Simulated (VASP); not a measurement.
# CuSi16 (a cell with a defect) in VASP: further runs

The runs below take CuSi16 (a cell with a defect) through single point, with PBE+D3(BJ).

All numbers are computed with VASP 6.6.1; they aren't measurements. Logs are shortened: lines on timing, memory, paths and dates and some standing lists are left out, and cuts for length are marked.

### 1 The cell of the first run

The cell holds a defect, 17 atoms: a = 7.679 Å, b = 7.679 Å, c = 7.679 Å, α = 60.00°, β = 60.00°, γ = 60.00°.

### 2 Single point, PBE+D3(BJ)

Contents of INCAR:

```
SYSTEM = CuSi16
PREC = Accurate
ENCUT = 520
EDIFF = 1E-6
ISMEAR = 0
SIGMA = 0.02
LREAL = Auto
LASPH = .True.
NELM = 60
ALGO = Normal
ISIF = 2
LWAVE = .False.
LCHARG = .False.
GGA = PE
IVDW = 12
NBANDS = 52
NELECT = 74.0
```

Contents of KPOINTS:

```
regular mesh
0
Gamma
  2 2 2
  0 0 0
```

Contents of POSCAR:

```
CuSi16
1.0
    0.0000000000      5.4300000000      5.4300000000
    5.4300000000      0.0000000000      5.4300000000
    5.4300000000      5.4300000000      0.0000000000
Si Cu
16 1
Direct
    0.0048241740     -0.0156445551      0.0056310179
    0.1280678673      0.1104030712      0.1282150988
   -0.0075500568      0.0075771314      0.5004350023
    0.1274579284      0.1114478900      0.6338297905
    0.0061937029      0.4848588939      0.0061064694
    0.1290249789      0.6109716400      0.1301240007
    0.0054922235      0.4858861458      0.5030647578
    0.1209029113      0.6190464830      0.6304747613
    0.5003463588      0.0075488376     -0.0085016605
    0.6329288499      0.1104230557      0.1283466482
    0.4997947970      0.0069178696      0.5006444335
    0.6122829389      0.1629309115      0.6120327909
    0.5019718052      0.4848713142      0.0065585799
    0.6305337205      0.6197823944      0.1187037149
    0.4891830372      0.5343740718      0.4871598375
    0.6294838457      0.6186194974      0.6309490480
    0.7374665573      0.7922393778      0.7336694290
```

Potentials or basis: VASP PAW PBE potentials, release 64 (Si, Cu).

On the command line:

```sh
cat potpaw_PBE.64/Si/POTCAR potpaw_PBE.64/Cu/POTCAR > POTCAR
mpirun -np 1 vasp_std > vasp.out
```

OUTCAR:

```text
SYSTEM = CuSi16
   PREC = Accurate
   ENCUT = 520
   EDIFF = 1E-6
   ISMEAR = 0
   LREAL = Auto
   LASPH = .True.
   NELM = 60
   ISIF = 2
   GGA = PE
   IVDW = 12
   NELECT = 74.0
 IVDW          = 12

 ion  position               nearest neighbor table
   1  0.005  0.984  0.006-   4 2.33   2 2.33  10 2.33   6 2.34
   2  0.128  0.110  0.128-   1 2.33   3 2.34   9 2.34   5 2.35
   3  0.992  0.008  0.500-   4 2.34   2 2.34  12 2.39   8 2.44  17 2.56
   4  0.127  0.111  0.634-   1 2.33   3 2.34  11 2.34   7 2.35
   5  0.006  0.485  0.006-   6 2.34   2 2.35   8 2.36  14 2.36  17 2.95
   6  0.129  0.611  0.130-   7 2.34  13 2.34   5 2.34   1 2.34
   7  0.005  0.486  0.503-   6 2.34   4 2.35   8 2.36  16 2.36  17 2.93
   8  0.121  0.619  0.630-  15 2.32   5 2.36   7 2.36  17 2.42   3 2.44
   9  0.500  0.008  0.991-   2 2.34  10 2.34  12 2.39  14 2.43  17 2.57
  10  0.633  0.110  0.128-   1 2.33  11 2.34   9 2.34  13 2.35
  11  0.500  0.007  0.501-   4 2.34  10 2.34  12 2.39  16 2.43  17 2.56
  12  0.612  0.163  0.612-  17 2.32  15 2.33   9 2.39  11 2.39   3 2.39
  13  0.502  0.485  0.007-   6 2.34  10 2.35  16 2.36  14 2.36  17 2.96
  14  0.631  0.620  0.119-  15 2.32  13 2.36   5 2.36   9 2.43  17 2.43
  15  0.489  0.534  0.487-   8 2.32  14 2.32  16 2.32  12 2.33
  16  0.629  0.619  0.631-  15 2.32  13 2.36   7 2.36  17 2.43  11 2.43
  17  0.737  0.792  0.734-  12 2.32   8 2.42  16 2.43  14 2.43   3 2.56  11 2.56   9 2.57   7 2.93
                             5 2.95  13 2.96

  LATTYP: Found a face centered cubic cell.
 ALAT       =    10.8600000000

  Lattice vectors:

 A1 = (   0.0000000000,   5.4300000000,   5.4300000000)
 A2 = (   5.4300000000,   0.0000000000,   5.4300000000)
 A3 = (   5.4300000000,   5.4300000000,   0.0000000000)

Analysis of symmetry for initial positions (statically):
=====================================================================
 Subroutine PRICEL returns:
 Original cell was already a primitive cell.

 Routine SETGRP: Setting up the symmetry group for a
 face centered cubic supercell.

 Subroutine GETGRP returns: Found  1 space group operations
 (whereof  1 operations were pure point group operations)
 out of a pool of 48 trial point group operations.

The static configuration has the point symmetry C_1 .

Analysis of symmetry for dynamics (positions and initial velocities):
=====================================================================
 Subroutine PRICEL returns:
 Original cell was already a primitive cell.

 Routine SETGRP: Setting up the symmetry group for a
 face centered cubic supercell.

 Subroutine GETGRP returns: Found  1 space group operations
 (whereof  1 operations were pure point group operations)
 out of a pool of 48 trial point group operations.

The dynamic configuration has the point symmetry C_1 .

 Subroutine INISYM returns: Found  1 space group operations
 (whereof  1 operations are pure point group operations),
 and found     1 'primitive' translations

----------------------------------------------------------------------------------------

                                     Primitive cell

  volume of cell :     320.2060

  direct lattice vectors                    reciprocal lattice vectors
     0.000000000  5.430000000  5.430000000    -0.092081031  0.092081031  0.092081031
     5.430000000  0.000000000  5.430000000     0.092081031 -0.092081031  0.092081031
     5.430000000  5.430000000  0.000000000     0.092081031  0.092081031 -0.092081031

  length of vectors
     7.679179644  7.679179644  7.679179644     0.159489025  0.159489025  0.159489025

  position of ions in fractional coordinates (direct lattice)
     0.004824174  0.984355445  0.005631018
     0.128067867  0.110403071  0.128215099
     0.992449943  0.007577131  0.500435002
     0.127457928  0.111447890  0.633829791
     0.006193703  0.484858894  0.006106469
     0.129024979  0.610971640  0.130124001
[... 9 lines left out ...]
     0.629483846  0.618619497  0.630949048
     0.737466557  0.792239378  0.733669429

  ion indices of the primitive-cell ions
   primitive index   ion index
                 1           1
                 2           2
                 3           3
                 4           4
                 5           5
                 6           6
[... 9 lines left out ...]
                16          16
                17          17

----------------------------------------------------------------------------------------

 KPOINTS: regular mesh

Automatic generation of k-mesh.
 Grid dimensions read from file:
 generate k-points for:    2    2    2

 Generating k-lattice:

  Cartesian coordinates                     Fractional coordinates (reciprocal lattice)
    -0.046040516  0.046040516  0.046040516     0.500000000  0.000000000  0.000000000
     0.046040516 -0.046040516  0.046040516     0.000000000  0.500000000  0.000000000
     0.046040516  0.046040516 -0.046040516     0.000000000  0.000000000  0.500000000

  Length of vectors
     0.079744512  0.079744512  0.079744512

  Shift w.r.t. Gamma in fractional coordinates (k-lattice)
     0.000000000  0.000000000  0.000000000

 Subroutine IBZKPT returns following result:
 ===========================================

 Found      8 irreducible k-points:

 Following reciprocal coordinates:
            Coordinates               Weight
  0.000000  0.000000  0.000000      1.000000
  0.500000  0.000000  0.000000      1.000000
  0.000000  0.500000  0.000000      1.000000
  0.000000  0.000000  0.500000      1.000000
  0.500000  0.500000  0.500000      1.000000
  0.500000  0.500000  0.000000      1.000000
  0.000000  0.500000  0.500000      1.000000
  0.500000  0.000000  0.500000      1.000000
   k-points           NKPTS =      8   k-points in BZ     NKDIM =      8   number of bands    NBANDS=     52
   number of dos      NEDOS =    301   number of ions     NIONS =     17
   total plane-waves  NPLWV = 216000
   dimension x,y,z NGX =    60 NGY =   60 NGZ =   60
   dimension x,y,z NGXF=   120 NGYF=  120 NGZF=  120
   ions per type =              16   1
   NGX,Y,Z   is equivalent  to a cutoff of  12.99, 12.99, 12.99 a.u.
   NGXF,Y,Z  is equivalent  to a cutoff of  25.98, 25.98, 25.98 a.u.
 SYSTEM =  CuSi16
   PREC   = accura    normal or accurate (medium, high low for compatibility)
   ISTART =      0    job   : 0-new  1-cont  2-samecut
   ICHARG =      2    charge: 1-file 2-atom 10-const
   ISPIN  =      1    spin polarized calculation?
   LNONCOLLINEAR =      F non collinear calculations
   LSORBIT =      F    spin-orbit coupling
   LASPH  =      T    aspherical Exc in radial PAW
   ENCUT  =  520.0 eV  38.22 Ry    6.18 a.u.  14.28 14.28 14.28*2*pi/ulx,y,z
   NELM   =     60;   NELMIN=  2; NELMDL= -5     # of ELM steps
   EDIFF  = 0.1E-05   stopping-criterion for ELM
   LREAL  =      T    real-space projection
   EDIFFG = 0.1E-04   stopping-criterion for IOM
   NSW    =      0    number of steps for IOM
   IBRION =     -1    ionic relax: 0-MD 1-quasi-New 2-CG
   NFREE  =      0    steps in history (QN), initial steepest desc. (CG)
   ISIF   =      2    stress and relaxation
   ISYM   =      2    0-nonsym 1-usesym 2-fastsym
   POTIM  = 0.5000    time-step for ionic-motion
   TEBEG  =    0.0;   TEEND  =   0.0 temperature during run
   PSTRESS=    0.0 pullay stress
   NELECT =      74.0000    total number of electrons
   NUPDOWN=      -1.0000    fix difference up-down
   EMIN   =  10.00;   EMAX   =-10.00  energy-range for DOS
   EFERMI =   0.00;   METHOD = LEGACY
   ISMEAR =     0;   SIGMA  =   0.02  broadening in eV -4-tet -1-fermi 0-gaus
   EFERMI_NEDOS =   21; number of points for ismear=-14 and -15
   IALGO  =     38    algorithm
   IMIX   =      4    mixing-type and parameters
     AMIX     =   0.40;   BMIX     =  1.00
     AMIX_MAG =   1.60;   BMIX_MAG =  1.00
  volume/ion in A,a.u.               =      18.84       127.11
  Fermi-wavevector in a.u.,A,eV,Ry     =   1.004636  1.898488 13.732283  1.009294
  Thomas-Fermi vector in A             =   2.137265
   LORBIT       =      0    0 simple, 1 ext, 2 COOP (PROOUT), +10 PAW based schemes
   GGA     = PE    functional components
   LHFCALC =     F    Hartree Fock is set to
   AEXX    =    0.0000 exact exchange contribution
   IVDW    =    12    specifies the selected vdW correction
   LEPSILON=     F    determine dielectric tensor
   LRPA    =     F    only Hartree local field effects (RPA)
 non-spin polarized calculation
 Gauss-broadening in eV      SIGMA  =   0.02
  energy-cutoff  :      520.00
  volume of cell :      320.21
 maximum number of plane-waves:      8646
 NGX is ok and might be reduce to    60
   NGX = 29   NGY = 29   NGZ = 29

 number of electron      74.0000002 magnetization

 Free energy of the ion-electron system (eV)
  ---------------------------------------------------
  ext. energy  EPLUGINS =         0.00000000
  ---------------------------------------------------
  free energy    TOTEN  =       -94.22027681 eV

  energy without entropy =      -94.22027681  energy(sigma->0) =      -94.22027681

 E-fermi :   6.2890     XC(G=0):  -9.6083

 val. band max:        6.1990055404   @ k =   0.0000   0.0000   0.0000
 cond. band min:       6.5584625327   @ k =   0.0000   0.0000   0.0000
 fundamental gap:      0.3594569923
 Fermi energy:         6.2890429620

 k-point     1 :       0.0000    0.0000    0.0000
  band No.  band energies     occupation
      1      -5.8941      2.00000
      2      -3.5501      2.00000
      3      -3.5049      2.00000
      4      -3.4706      2.00000
      5      -3.4700      2.00000
      6      -2.0423      2.00000
[... 41 lines left out ...]
     48       8.4537      0.00000
     49       8.7593      0.00000

 k-point     2 :       0.5000    0.0000    0.0000
  band No.  band energies     occupation
      1      -5.2244      2.00000
      2      -4.9341      2.00000
      3      -3.2964      2.00000
      4      -3.2628      2.00000
      5      -3.1628      2.00000
      6      -3.0406      2.00000
[... 304 lines left out ...]
 k-point     8 :       0.5000    0.0000    0.5000
  band No.  band energies     occupation
      1      -4.9298      2.00000
      2      -4.7231      2.00000
      3      -3.8696      2.00000
      4      -3.7763      2.00000
      5      -3.7467      2.00000
      6      -3.7383      2.00000
[... 41 lines left out ...]
     48      10.5042      0.00000
     49      10.5084      0.00000
 [bands above 49 left out]

------------------------ aborting loop because EDIFF is reached ----------------------------------------

 Edisp (eV)   -5.66937

 E8    (eV) :    -2.3513

  FORCE on cell =-STRESS in cart. coord.  units (eV):
  Direction    XX          YY          ZZ          XY          YZ          ZX
  --------------------------------------------------------------------------------------
  -------------------------------------------------------------------------------------
  Total      -7.78025    -7.70049    -7.69094    -0.24438    -0.20719     0.21571
  in kB     -38.92910   -38.53004   -38.48227    -1.22276    -1.03668     1.07933
  external pressure =      -38.65 kB  Pullay stress =        0.00 kB

 VOLUME and BASIS-vectors are now :
 -----------------------------------------------------------------------------
  energy-cutoff  :      520.00
  volume of cell :      320.21
      direct lattice vectors                 reciprocal lattice vectors
     0.000000000  5.430000000  5.430000000    -0.092081031  0.092081031  0.092081031
     5.430000000  0.000000000  5.430000000     0.092081031 -0.092081031  0.092081031
     5.430000000  5.430000000  0.000000000     0.092081031  0.092081031 -0.092081031

 POSITION                                       TOTAL-FORCE (eV/Angst)
 -----------------------------------------------------------------------------------
      5.37563      0.05677      5.37125         0.007794     -0.003286      0.001753
      1.29570      1.39162      1.29490         0.009257      0.005130      0.007159
      2.75851      8.10637      5.43015        -0.004814      0.000166     -0.020038
      4.04686      4.13379      1.29726        -0.017808     -0.002658     -0.001319
      2.66594      0.06679      2.66642         0.004151     -0.002216      0.009759
      4.02415      1.40718      4.01818         0.001436      0.003365      0.000443
[... 9 lines left out ...]
      6.78516      6.84415      6.77720         0.001257     -0.006402      0.012773
      8.28568      7.98827      8.30630        -0.012940      0.005723     -0.013864
 -----------------------------------------------------------------------------------
    total drift:                                0.000585     -0.008254      0.003390

  FREE ENERGIE OF THE ION-ELECTRON SYSTEM (eV)
  ---------------------------------------------------
  free  energy   TOTEN  =       -99.8896494976 eV

  energy  without entropy=      -99.8896494976  energy(sigma->0) =      -99.88964950
```

Wall time 4.6 min (1 thread of Intel Xeon 6975P-C (Granite Rapids), shared host); peak memory 0.49 GiB.

What came out:

```
Free energy                : -99.8896 eV
Largest force              : 0.026 eV/Å
Dispersion energy per atom : -0.333 eV
```

Forces on the atoms (eV/Å):
```
Si   0.008 -0.003  0.002
Si   0.009  0.005  0.007
Si  -0.005  0.000 -0.020
Si  -0.018 -0.003 -0.001
Si   0.004 -0.002  0.010
Si   0.001  0.003  0.000
Si   0.003  0.003 -0.006
Si  -0.004 -0.009  0.011
Si  -0.008  0.007 -0.008
Si   0.008 -0.008 -0.008
Si  -0.002  0.009 -0.001
Si   0.007 -0.011  0.022
Si  -0.001 -0.007  0.008
Si   0.004  0.005 -0.011
Si   0.004  0.011 -0.003
Si   0.001 -0.006  0.013
Cu  -0.013  0.006 -0.014
```

Levels at points of the mesh, in eV from the Fermi level:
| k point | band 33 | band 34 | band 35 | band 36 | band 37 | band 38 | band 39 | band 40 | band 41 | band 42 |
| --- | --- | --- | --- | --- | --- | --- | --- | --- | --- | --- |
| (0.00, 0.00, 0.00) | -0.80 | -0.79 | -0.55 | -0.10 | -0.09 | 0.27 | 0.70 | 0.70 | 0.73 | 0.74 |
| (0.50, 0.00, 0.00) | -1.91 | -0.80 | -0.75 | -0.67 | -0.59 | 0.68 | 1.18 | 1.38 | 1.42 | 1.59 |
| (0.00, 0.50, 0.00) | -1.91 | -0.83 | -0.82 | -0.63 | -0.63 | 0.51 | 1.35 | 1.43 | 1.43 | 1.53 |
| (0.00, 0.00, 0.50) | -1.91 | -0.80 | -0.75 | -0.66 | -0.57 | 0.68 | 1.18 | 1.38 | 1.42 | 1.59 |
| (0.50, 0.50, 0.50) | -1.91 | -0.80 | -0.75 | -0.67 | -0.58 | 0.68 | 1.18 | 1.38 | 1.42 | 1.59 |
| (0.50, 0.50, 0.00) | -1.73 | -1.43 | -1.34 | -1.32 | -0.86 | 0.76 | 1.15 | 2.12 | 2.16 | 2.23 |
| (0.00, 0.50, 0.50) | -1.74 | -1.42 | -1.35 | -1.31 | -0.87 | 0.77 | 1.15 | 2.12 | 2.16 | 2.24 |
| (0.50, 0.00, 0.50) | -1.73 | -1.43 | -1.34 | -1.31 | -0.86 | 0.76 | 1.15 | 2.12 | 2.16 | 2.23 |

Caveat: the k points lie up to 0.50 Å⁻¹ apart; the cell carries a net charge on a neutralising background, which shifts energy and pressure; the cell is charged against a uniform background, so pressure and absolute levels hang on convention.

[end of part 1 of 2]
